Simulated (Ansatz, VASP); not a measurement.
# Rh in VASP and in Ansatz

```
CELL_PARAMETERS angstrom
0.00000 1.91497 1.91497
1.91497 0.00000 1.91497
1.91497 1.91497 0.00000
ATOMIC_POSITIONS crystal
Rh 0.00000 0.00000 0.00000
```

Alike in both runs: functional PBE; k mesh 18 × 18 × 18; occupations gaussian, width 0.1 eV; no spin polarisation.

Ansatz relaxed the structure, and its values are those at the end. VASP's run is a single point on that final structure, the one shown.

|  | VASP | Ansatz |
| --- | --- | --- |
| version | VASP 6.6.1 | Ansatz 0.2.0 |
| potentials or method | VASP PAW PBE potentials, release 64 (Rh_pv), cutoff 520 eV | scalar-relativistic, plane waves, PAW |
| valence electrons in the cell | 15 | 17 |

|  | VASP | Ansatz | Ansatz less VASP |
| --- | --- | --- | --- |
| gap on the k mesh at the Fermi level (eV) | none | none | - |
| pressure (GPa) | 0.0 | 0.0 | -0.04 |

A gap of «none» marks a metal or a gap that the smearing closes. With one functional, cell and mesh, what is left measures potentials, basis and numerics. VASP's potentials hold 15 valence electrons a cell and Ansatz's 17, so a difference there can come from the potentials and not from the codes.
